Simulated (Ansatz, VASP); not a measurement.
**Two plane-wave programs on W3C**

INCAR

```
SYSTEM = W3C
PREC     = Accurate       ! precision mode
ENCUT    = 520            ! plane-wave cutoff, eV
EDIFF    = 1E-6           ! SCF threshold, eV
ISMEAR   = 0              ! smearing method
SIGMA    = 0.1            ! smearing width, eV
LREAL    = .False.        ! projectors in reciprocal space
LASPH    = .True.         ! aspherical terms in the spheres
NELM     = 60             ! most SCF steps
ALGO     = Normal         ! electronic algorithm
ISIF     = 2              ! what is computed and relaxed
LWAVE    = .False.        ! write WAVECAR
LCHARG   = .False.        ! write CHGCAR
LDIPOL   = .True.       
IDIPOL   = 3            
DIPOL    = 0.5 0.5 0.349
GGA      = PE             ! functional
NBANDS   = 31             ! bands
```

The input KPOINTS:

```
Automatic mesh
0
Gamma
  9 9 1
  0 0 0
```

The input POSCAR:

```
W3C
1.0
    2.8545944806      0.0000000000      0.0000000000
   -1.4272972403      2.4721513377      0.0000000000
    0.0000000000      0.0000000000     21.6971108210
W C
3 1
Direct
    0.6666666667      0.3333333333      0.1843563428
    0.3333333333      0.6666666667      0.2926027619
    0.0000000000      0.0000000000      0.4008418859
    0.3333333333     -0.3333333333      0.5174472728
```

Input for Ansatz:

```yaml
crystal:
  lattice:
    - [2.8545944806, 0.0, 0.0]
    - [-1.4272972403, 2.4721513377, 0.0]
    - [0.0, 0.0, 21.697110821]
  atoms:
    - { symbol: W, position: [0.6666666667, 0.3333333333, 0.1843563428] }
    - { symbol: W, position: [0.3333333333, 0.6666666667, 0.2926027619] }
    - { symbol: W, position: [0.0, 0.0, 0.4008418859] }
    - { symbol: C, position: [0.3333333333, -0.3333333333, 0.5174472728] }
basis:
  ecutwfc: 420
kpoints:
  mp_grid: { grid: [9, 9, 1] }
hamiltonian:
  xc: pbe
scf:
  occupations: { method: gaussian, width: 0.1 }
output:
  forces: true
  eigenvalues: true
efield:
  axis: 3
  dipole_correction: true
  ramp_width: 0.04
```

Alike in both runs: task single point; functional PBE; k mesh 9 × 9 × 1; occupations gaussian, width 0.1 eV; no spin polarisation.

|  | VASP | Ansatz |
| --- | --- | --- |
| version | VASP 6.6.1 | Ansatz 0.2.0 |
| potentials or method | VASP PAW PBE potentials, release 64 (W_sv, C), cutoff 520 eV | scalar-relativistic, plane waves, PAW |
| valence electrons in the cell | 46 | 46 |

VASP gave:

* gap on the k mesh at the Fermi level (eV): none
* rms of the force components (eV/Å): 0.960

Question: Estimate Ansatz's values.

Answer: gap on the k mesh at the Fermi level (eV): none; rms of the force components (eV/Å): 0.956.

Atom by atom the forces differ by 0.009 eV/Å (rms over components). A gap of «none» marks a metal or a gap that the smearing closes. With one functional, cell and mesh, what is left measures potentials, basis and numerics.

Spin-orbit coupling is off throughout.
